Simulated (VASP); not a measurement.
# Pt (P6_3/mmc) in VASP: notebook

Runs on Pt. Level: LDA. Tasks: relaxation of shape and atoms at fixed volume.

Program: VASP 6.6.1. These are calculated values, not measurements. Logs are shortened: lines on timing, memory, paths and dates and some standing lists are left out, and cuts for length are marked.

**1. The cell of the first run**

It takes space group P6_3/mmc (No. 194, hexagonal). Conventional cell: a = 2.561 Å, b = 2.561 Å, c = 4.395 Å, α = 90.00°, β = 90.00°, γ = 120.00°. Within 3.4 Å of Pt (site symmetry -6m2) lie 12 Pt at 2.56 to 2.65 Å.

**2. Relaxation of shape and atoms at fixed volume, LDA**

File INCAR:

```
ALGO = Normal
EDIFF = 1E-6
EDIFFG = -0.005
ENCUT = 600
GGA = CA
IBRION = 2
ISIF = 4
ISMEAR = -1
LASPH = T
LCHARG = F
LREAL = F
LWAVE = F
NELM = 80
NSW = 50
PREC = Accurate
SIGMA = 0.08
```

File KPOINTS:

```
k-points
0
Gamma
  16 16 9
```

File POSCAR:

```
Pt
1.0
    2.5609059810      0.0000000000      0.0000000000
   -1.2804529905      2.2178096362      0.0000000000
    0.0000000000      0.0000000000      4.3954392454
Pt
2
Direct
    0.3333333333      0.6666666667      0.2500000000
    0.6666666667      0.3333333333      0.7500000000
```

Potentials or basis: VASP PAW LDA potentials, release 64 (Pt).

Launch:

```console
$ cat potpaw_LDA.64/Pt/POTCAR > POTCAR
$ mpirun -np 1 vasp_std > vasp.out
```

OUTCAR:

```text
EDIFF = 1E-6
   EDIFFG = -0.005
   ENCUT = 600
   GGA = CA
   IBRION = 2
   ISIF = 4
   ISMEAR = -1
   LASPH = T
   LREAL = F
   NELM = 80
   NSW = 50
   PREC = Accurate

 ion  position               nearest neighbor table
   1  0.333  0.667  0.250-   2 2.65   2 2.65   2 2.65   2 2.65   2 2.65   2 2.65
   2  0.667  0.333  0.750-   1 2.65   1 2.65   1 2.65   1 2.65   1 2.65   1 2.65

  LATTYP: Found a hexagonal cell.
 ALAT       =     2.5609059810
 C/A-ratio  =     1.7163610371

  Lattice vectors:

 A1 = (   2.5609059810,   0.0000000000,   0.0000000000)
 A2 = (  -1.2804529905,   2.2178096362,   0.0000000000)
 A3 = (   0.0000000000,   0.0000000000,   4.3954392454)

Analysis of symmetry for initial positions (statically):
=====================================================================
 Subroutine PRICEL returns:
 Original cell was already a primitive cell.

 Routine SETGRP: Setting up the symmetry group for a
 hexagonal supercell.

 Subroutine GETGRP returns: Found 24 space group operations
 (whereof 12 operations were pure point group operations)
 out of a pool of 24 trial point group operations.

The static configuration has the point symmetry D_3d.
 The point group associated with its full space group is D_6h.

Analysis of symmetry for dynamics (positions and initial velocities):
=====================================================================
 Subroutine PRICEL returns:
 Original cell was already a primitive cell.

 Routine SETGRP: Setting up the symmetry group for a
 hexagonal supercell.

 Subroutine GETGRP returns: Found 24 space group operations
 (whereof 12 operations were pure point group operations)
 out of a pool of 24 trial point group operations.

The dynamic configuration has the point symmetry D_3d.
 The point group associated with its full space group is D_6h.

 Subroutine INISYM returns: Found 24 space group operations
 (whereof 12 operations are pure point group operations),
 and found     1 'primitive' translations

----------------------------------------------------------------------------------------

                                     Primitive cell

  volume of cell :      24.9643

  direct lattice vectors                    reciprocal lattice vectors
     2.560905981  0.000000000  0.000000000     0.390486807  0.225447663  0.000000000
    -1.280452990  2.217809636  0.000000000     0.000000000  0.450895326  0.000000000
     0.000000000  0.000000000  4.395439245     0.000000000  0.000000000  0.227508548

  length of vectors
     2.560905981  2.560905981  4.395439245     0.450895326  0.450895326  0.227508548

  position of ions in fractional coordinates (direct lattice)
     0.333333333  0.666666667  0.250000000
     0.666666667  0.333333333  0.750000000

  ion indices of the primitive-cell ions
   primitive index   ion index
                 1           1
                 2           2

----------------------------------------------------------------------------------------

 KPOINTS: k-points

Automatic generation of k-mesh.
 Grid dimensions read from file:
 generate k-points for:   16   16    9

 Generating k-lattice:

  Cartesian coordinates                     Fractional coordinates (reciprocal lattice)
     0.024405425  0.014090479  0.000000000     0.062500000  0.000000000  0.000000000
     0.000000000  0.028180958  0.000000000     0.000000000  0.062500000  0.000000000
     0.000000000  0.000000000  0.025278728     0.000000000  0.000000000  0.111111111

  Length of vectors
     0.028180958  0.028180958  0.025278728

  Shift w.r.t. Gamma in fractional coordinates (k-lattice)
     0.000000000  0.000000000  0.000000000

 Subroutine IBZKPT returns following result:
 ===========================================

 Found    150 irreducible k-points:

 Following reciprocal coordinates:
            Coordinates               Weight
  0.000000  0.000000  0.000000      1.000000
  0.062500 -0.000000  0.000000      6.000000
  0.125000 -0.000000  0.000000      6.000000
  0.187500 -0.000000  0.000000      6.000000
  0.250000 -0.000000  0.000000      6.000000
  0.312500 -0.000000  0.000000      6.000000
[... 16 lines left out ...]
  0.187500  0.187500  0.000000      6.000000
  0.250000  0.187500  0.000000     12.000000
 [... further k-points ...]
   k-points           NKPTS =    150   k-points in BZ     NKDIM =    150   number of bands    NBANDS=     14
   number of dos      NEDOS =    301   number of ions     NIONS =      2
   total plane-waves  NPLWV =  14400
   dimension x,y,z NGX =    20 NGY =   20 NGZ =   36
   dimension x,y,z NGXF=    40 NGYF=   40 NGZF=   72
   ions per type =               2
   NGX,Y,Z   is equivalent  to a cutoff of  12.98, 12.98, 13.62 a.u.
   NGXF,Y,Z  is equivalent  to a cutoff of  25.97, 25.97, 27.23 a.u.
 SYSTEM =  unknown system
   PREC   = accura    normal or accurate (medium, high low for compatibility)
   ISTART =      0    job   : 0-new  1-cont  2-samecut
   ICHARG =      2    charge: 1-file 2-atom 10-const
   ISPIN  =      1    spin polarized calculation?
   LNONCOLLINEAR =      F non collinear calculations
   LSORBIT =      F    spin-orbit coupling
   LASPH  =      T    aspherical Exc in radial PAW
   ENCUT  =  600.0 eV  44.10 Ry    6.64 a.u.   5.11  5.11  8.78*2*pi/ulx,y,z
   NELM   =     80;   NELMIN=  2; NELMDL= -5     # of ELM steps
   EDIFF  = 0.1E-05   stopping-criterion for ELM
   LREAL  =      F    real-space projection
   EDIFFG = -.5E-02   stopping-criterion for IOM
   NSW    =     50    number of steps for IOM
   IBRION =      2    ionic relax: 0-MD 1-quasi-New 2-CG
   NFREE  =      1    steps in history (QN), initial steepest desc. (CG)
   ISIF   =      4    stress and relaxation
   ISYM   =      2    0-nonsym 1-usesym 2-fastsym
   POTIM  = 0.5000    time-step for ionic-motion
   TEBEG  =    0.0;   TEEND  =   0.0 temperature during run
   PSTRESS=    0.0 pullay stress
   NELECT =      20.0000    total number of electrons
   NUPDOWN=      -1.0000    fix difference up-down
   EMIN   =  10.00;   EMAX   =-10.00  energy-range for DOS
   EFERMI =   0.00;   METHOD = LEGACY
   ISMEAR =    -1;   SIGMA  =   0.08  broadening in eV -4-tet -1-fermi 0-gaus
   EFERMI_NEDOS =   21; number of points for ismear=-14 and -15
   IALGO  =     38    algorithm
   IMIX   =      4    mixing-type and parameters
     AMIX     =   0.40;   BMIX     =  1.00
     AMIX_MAG =   1.60;   BMIX_MAG =  1.00
  volume/ion in A,a.u.               =      12.48        84.23
  Fermi-wavevector in a.u.,A,eV,Ry     =   1.520471  2.873273 31.454379  2.311832
  Thomas-Fermi vector in A             =   2.629317
   LORBIT       =      0    0 simple, 1 ext, 2 COOP (PROOUT), +10 PAW based schemes
   GGA     = CA    functional components
   LHFCALC =     F    Hartree Fock is set to
   AEXX    =    0.0000 exact exchange contribution
   IVDW    =     0    specifies the selected vdW correction
   LEPSILON=     F    determine dielectric tensor
   LRPA    =     F    only Hartree local field effects (RPA)
 conjugate gradient relaxation of ions
 non-spin polarized calculation
  energy-cutoff  :      600.00
  volume of cell :       24.96
 maximum number of plane-waves:       847
   NGX = 11   NGY = 11   NGZ = 17

--------------------------------------- Ionic step        1  -------------------------------------------

 number of electron      20.0000000 magnetization

 Free energy of the ion-electron system (eV)
  ---------------------------------------------------
  ext. energy  EPLUGINS =         0.00000000
  ---------------------------------------------------
  free energy    TOTEN  =       -13.84644902 eV

  energy without entropy =      -13.79142972  energy(sigma->0) =      -13.81893937

------------------------ aborting loop because EDIFF is reached ----------------------------------------

  FORCE on cell =-STRESS in cart. coord.  units (eV):
  Direction    XX          YY          ZZ          XY          YZ          ZX
  --------------------------------------------------------------------------------------
  -------------------------------------------------------------------------------------
  Total       13.6982336     13.6982336     12.3580085     -0.0000000     -0.0000000      0.0000000
  in kB      879.1337828    879.1337827    793.1199760     -0.0000000     -0.0000000      0.0000000
  external PRESSURE =     850.4625139 kB  Pullay stress =       0.0000000 kB
[... 57 lines left out ...]
  energy  without entropy=      -13.7849452166  energy(sigma->0) =      -13.81539010

--------------------------------------- Ionic step        3  -------------------------------------------

 number of electron      20.0000001 magnetization

 Free energy of the ion-electron system (eV)
  ---------------------------------------------------
  ext. energy  EPLUGINS =         0.00000000
  ---------------------------------------------------
  free energy    TOTEN  =       -13.85326718 eV

  energy without entropy =      -13.79543609  energy(sigma->0) =      -13.82435164

 E-fermi :  15.2224     XC(G=0): -14.8034

 val. band max:       15.2091901967   @ k =   0.0625  -0.0000   0.2222
 cond. band min:      15.2307489512   @ k =   0.1250   0.1250   0.4444
 fundamental gap:      0.0215587545
 Fermi energy:        15.2224221819

 k-point     1 :       0.0000    0.0000    0.0000
  band No.  band energies     occupation
      1       2.6905      2.00000
      2       5.5376      2.00000
      3       9.6867      2.00000
      4      10.1972      2.00000
      5      10.1972      2.00000
      6      10.8152      2.00000
      7      10.8152      2.00000
      8      12.2735      2.00000
      9      12.2735      2.00000
     10      13.6384      2.00000
     11      14.8457      1.98214
     12      14.8457      1.98214
     13      22.0481      0.00000
     14      29.4318      0.00000
[... 375 lines left out ...]
 k-point    24 :       0.2500    0.1875    0.0000
  band No.  band energies     occupation
      1       7.0857      2.00000
      2       7.6217      2.00000
      3       7.6784      2.00000
      4       8.6214      2.00000
      5       9.7660      2.00000
      6      10.4716      2.00000
      7      11.0445      2.00000
      8      12.4988      2.00000
      9      14.8292      1.98544
     10      14.8578      1.97926
     11      16.4473      0.00000
     12      22.4875      0.00000
     13      24.9407      0.00000
     14      25.0038      0.00000

 [... further k-points ...]
[... 5 lines left out ...]
  --------------------------------------------------------------------------------------
  -------------------------------------------------------------------------------------
  Total       13.1895771     13.1895771     13.1847965      0.0000000      0.0000000      0.0000000
  in kB      846.4889089    846.4889089    846.1820930      0.0000000      0.0000000      0.0000000
  external PRESSURE =     846.3866370 kB  Pullay stress =       0.0000000 kB
[... 17 lines left out ...]
  FREE ENERGIE OF THE ION-ELECTRON SYSTEM (eV)
  ---------------------------------------------------
  free  energy   TOTEN  =       -13.8532671828 eV

  energy  without entropy=      -13.7954360950  energy(sigma->0) =      -13.82435164

 reached required accuracy - stopping structural energy minimisation
```

Run time: 34 s. Hardware: 1 thread of Intel Xeon 6975P-C (Granite Rapids), shared host; peak memory 0.17 GiB.

Results:

* Free energy: -13.8533 eV
* Energy gained by relaxing: 3.4 meV/atom
* Ionic steps: 3
* Pressure after relaxing: 84.6 GPa
* Band gap on the k mesh: zero (band 10 reaches 15.90 eV, above the bottom of band 11 at 14.09 eV)

The path:
```tsv
step	energy change (eV)	largest force (eV/Å)	pressure (GPa)	volume (Å³)
1	0.0000	0.0000	85.05	24.96
2	0.0006	0.0000	84.53	24.96
3	-0.0068	0.0000	84.64	24.96
```

Final structure:
```xyz
2
Lattice="2.5742 0.0000 0.0000 -1.2871 2.2293 0.0000 0.0000 0.0000 4.3502" Properties=species:S:1:pos:R:3 pbc="T T T"
Pt    0.0000    1.4862    1.0876
Pt    1.2871    0.7431    3.2627
```

Caveat: spin-orbit coupling is left out, which moves the levels of the heavy elements.

**3. Relaxation of shape and atoms at fixed volume, LDA**

This run uses another cell than the first one, of 13.67 Å³/atom, 1.095 times its volume.

Edit INCAR of step 2 so:

```diff
@@ -1,3 +1,3 @@
 ALGO = Normal
-EDIFF = 1E-6
+EDIFF = 1E-7
 EDIFFG = -0.005
@@ -12,3 +12,3 @@
 LWAVE = F
-NELM = 80
+NELM = 60
 NSW = 50
```

KPOINTS is that of step 2.

File POSCAR:

```
Pt
1.0
    2.6397521252      0.0000000000      0.0000000000
   -1.3198760626      2.2860924001      0.0000000000
    0.0000000000      0.0000000000      4.5307676952
Pt
2
Direct
    0.3333333333      0.6666666667      0.2500000000
    0.6666666667      0.3333333333      0.7500000000
```

Potentials or basis: VASP PAW LDA potentials, release 64 (Pt).

Launch:

```console
$ cat potpaw_LDA.64/Pt/POTCAR > POTCAR
$ mpirun -np 1 vasp_std > vasp.out
```

Run time: 38 s. Hardware: 1 thread of Intel Xeon 6975P-C (Granite Rapids), shared host; peak memory 0.19 GiB.

It converged, with:

- Free energy: -14.6897 eV
- Energy gained by relaxing: 1.0 meV/atom
- Ionic steps: 3
- Pressure after relaxing: 32.4 GPa
- Band gap on the k mesh: zero (band 10 reaches 13.72 eV, above the bottom of band 11 at 12.17 eV)

The path:
```csv
step,energy change (eV),largest force (eV/Å),pressure (GPa),volume (Å³)
1,0.0000,0.0000,32.60,27.34
2,-0.0016,0.0000,32.31,27.34
3,-0.0020,0.0000,32.37,27.34
```

Final structure:
```cif
data_structure
_symmetry_space_group_name_H-M 'P 1'
_symmetry_Int_Tables_number 1
_cell_length_a 2.6485
_cell_length_b 2.6485
_cell_length_c 4.5008
_cell_angle_alpha 90.000
_cell_angle_beta 90.000
_cell_angle_gamma 120.000
_cell_volume 27.34
loop_
_atom_site_label
_atom_site_type_symbol
_atom_site_fract_x
_atom_site_fract_y
_atom_site_fract_z
_atom_site_occupancy
Pt1 Pt 0.33333 0.66667 0.25000 1
Pt2 Pt 0.66667 0.33333 0.75000 1
```

Levels at points of the mesh, in eV from the Fermi level:
```
           k point  band 8  band 9  band 10  band 11  band 12  band 13
(0.00, 0.00, 0.00)   -2.48   -2.48    -1.23    -0.31    -0.31     5.98
(0.50, 0.00, 0.00)    0.11    0.28     0.58     2.54     4.20     8.03
```

Caveat: spin-orbit coupling is left out, which moves the levels of the heavy elements.
